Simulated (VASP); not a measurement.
Input of a VASP 6.6.1 run:

Contents of INCAR:

```
SYSTEM = Rh
PREC     = Accurate       ! precision mode
ENCUT    = 520            ! plane-wave cutoff, eV
EDIFF    = 1E-7           ! SCF threshold, eV
ISMEAR   = -1             ! smearing method
SIGMA    = 0.1            ! smearing width, eV
LREAL    = .FALSE.        ! projectors in reciprocal space
LASPH    = .TRUE.         ! aspherical terms in the spheres
NELM     = 60             ! most SCF steps
ALGO     = Normal         ! electronic algorithm
ISIF     = 2              ! what is computed and relaxed
LWAVE    = .FALSE.        ! write WAVECAR
LCHARG   = .FALSE.        ! write CHGCAR
NBANDS   = 14             ! bands
```

Contents of KPOINTS:

```
Automatic mesh
0
G
  14 14 14
  0 0 0
```

Contents of POSCAR:

```
Rh
1.0
    2.5454741523      0.0000000000      0.0000000000
    0.0000000000      2.5454741523      0.0000000000
    0.0000000000      0.0000000000      2.5454741523
Rh
1
Direct
    0.0000000000      0.0000000000      0.0000000000
```

Potentials or basis: VASP PAW LDA potentials, release 64 (Rh_pv).

Launch:

```bash
$ cat potpaw_LDA.64/Rh_pv/POTCAR > POTCAR
$ mpirun -np 1 vasp_std > vasp.out
```

Question: Predict the pressure.

Answer: -14.2 GPa.
